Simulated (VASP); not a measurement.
A run of VASP 6.6.1 is set up as follows.

The input POSCAR:

```
AgCl
1.0
    0.0311979375      2.7731500000      2.7731500000
    2.8043479375      0.0000000000      2.8043479375
    2.7731500000      2.7731500000      0.0311979375
Ag Cl
1 1
Direct
    0.5000000000      0.5000000000      0.5000000000
    0.0000000000      0.0000000000      0.0000000000
```

File INCAR.step1:

```
SYSTEM = AgCl
ALGO = Normal ; EDIFF = 1E-4
ENCUT = 520 ; GGA = PE
ISMEAR = 0 ; LASPH = .True.
LCHARG = .False. ; LREAL = .False.
LWAVE = .True. ; NBANDS = 16
NELM = 60 ; PREC = Accurate
SIGMA = 0.05
```

The input INCAR.step2:

```
SYSTEM = AgCl
ALGO = Normal ; EDIFF = 1E-7
ENCUT = 520 ; ISIF = 2
ISMEAR = 0 ; ISTART = 1
LASPH = .True. ; LCHARG = .False.
LMIXTAU = .True. ; LREAL = .False.
LWAVE = .False. ; METAGGA = R2SCAN
NBANDS = 16 ; NELM = 60
PREC = Accurate ; SIGMA = 0.05
```

KPOINTS

```
k-points
0
Gamma
  8 8 8
  0 0 0
```

Potentials or basis: VASP PAW PBE potentials, release 64 (Ag, Cl).

Command:

```bash
$ cat potpaw_PBE.64/Ag/POTCAR potpaw_PBE.64/Cl/POTCAR > POTCAR
$ cp INCAR.step1 INCAR
$ mpirun -np 1 vasp_std > vasp.out
$ cp INCAR.step2 INCAR
$ mpirun -np 1 vasp_std > vasp.out
```

(1) What does it give for the pressure?

(2) What does it give for the band gap on the k mesh?

Answers

(1) -0.1 GPa.

(2) 1.40 eV (least direct gap 3.68 eV).

Caveat: the cell differs from its parent crystal (strain +0.0225 x Voigt [0, 0, 0, 0, 1, 0]); the PAW data sets were made with another functional, which shifts forces and pressure a little.
